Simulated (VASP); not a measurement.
V:

```
V
1.0
    -1.51435    1.51435    1.51435
     1.51435   -1.51435    1.51435
     1.51435    1.51435   -1.51435
V
1
Direct
  0.00000 0.00000 0.00000
```

- Program: VASP 6.6.1
- Task: relaxation of cell and atoms
- Functional: r2SCAN
- Dispersion: D3(BJ)
- Potentials or basis: VASP PAW PBE potentials, release 64 (V_sv)
- Cutoff: 600 eV
- k mesh: 12 × 12 × 12
- Occupations: fermi-dirac, width 0.05 eV
- Spin: collinear spin, ferromagnetic start
- Starting moments: [2.0] μB

At the start: pressure -11.2 GPa; volume 13.89 Å³/atom.

Task: Where does the relaxation end?

Result: Over 4 steps the energy falls by 31.3 meV/atom and the volume is 13.04 Å³/atom (-6.1 %); space group Im-3m (No. 229, to 0.05 Å); moment 0.00 μB per cell.

Step by step:
```tsv
step	energy change (eV)	largest force (eV/Å)	pressure (GPa)	volume (Å³)
1	0.0000	0.0000	-11.17	13.89
2	0.0233	0.0000	18.31	12.03
3	-0.0312	0.0000	-0.26	13.06
4	-0.0313	0.0000	-0.03	13.04
```

Final structure:
```
V
1.0
    -1.48286    1.48286    1.48286
     1.48286   -1.48286    1.48286
     1.48286    1.48286   -1.48286
V
1
Direct
  0.00000 0.00000 0.00000
```

Caveat: the PAW data sets were made with another functional, which shifts forces and pressure a little; pairwise dispersion overbinds metals, which lowers pressure and volume.
